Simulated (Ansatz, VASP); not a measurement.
# Two plane-wave programs on In

File INCAR:

```
SYSTEM = In
PREC     = Accurate       ! precision mode
ENCUT    = 520            ! plane-wave cutoff, eV
EDIFF    = 1E-7           ! SCF threshold, eV
ISMEAR   = -1             ! smearing method
SIGMA    = 0.1            ! smearing width, eV
LREAL    = .FALSE.        ! projectors in reciprocal space
LASPH    = .TRUE.         ! aspherical terms in the spheres
NELM     = 100            ! most SCF steps
ALGO     = Normal         ! electronic algorithm
ISIF     = 2              ! what is computed and relaxed
LWAVE    = .FALSE.        ! write WAVECAR
LCHARG   = .FALSE.        ! write CHGCAR
GGA      = PE             ! functional
NBANDS   = 12             ! bands
```

The input KPOINTS:

```
Automatic mesh
0
G
  13 13 13
  0 0 0
```

File POSCAR:

```
In
1.0
   -1.9579013062      1.9579013062      1.9579013062
    1.9579013062     -1.9579013062      1.9579013062
    1.9579013062      1.9579013062     -1.9579013062
In
1
Direct
    0.0000000000      0.0000000000      0.0000000000
```

Input for Ansatz:

```yaml
crystal:
  lattice:
    - [-1.9579013062, 1.9579013062, 1.9579013062]
    - [1.9579013062, -1.9579013062, 1.9579013062]
    - [1.9579013062, 1.9579013062, -1.9579013062]
  atoms:
    - { symbol: In, position: [0.0, 0.0, 0.0] }
hamiltonian:
  xc: pbe
  pseudopotentials:
    kind: paw
    azcp:
      In: "pseudopotentials/In.paw.azcp"
basis:
  ecutwfc: 420
  fft_grid_basis: typed
kpoints:
  mp_grid: { grid: [13, 13, 13], shift: [0, 0, 0] }
magnetization:
  spin_polarized: false
scf:
  occupations: { method: fermi_dirac, width: 0.1 }
  lower_state_search: "off"
output:
  stress: true
```

Alike in both runs: task single point; functional PBE; k mesh 13 × 13 × 13; occupations fermi-dirac, width 0.1 eV; no spin polarisation.

```csv
,VASP,Ansatz
version,VASP 6.6.1,Ansatz 0.2.0
potentials or method,"VASP PAW PBE potentials, release 64 (In_d), cutoff 520 eV","plane waves (420 eV) with PAW, scalar-relativistic"
valence electrons in the cell,13,13
```

|  | VASP | Ansatz | Ansatz less VASP |
| --- | --- | --- | --- |
| pressure (GPa) | -2.2 | -2.2 | +0.04 |
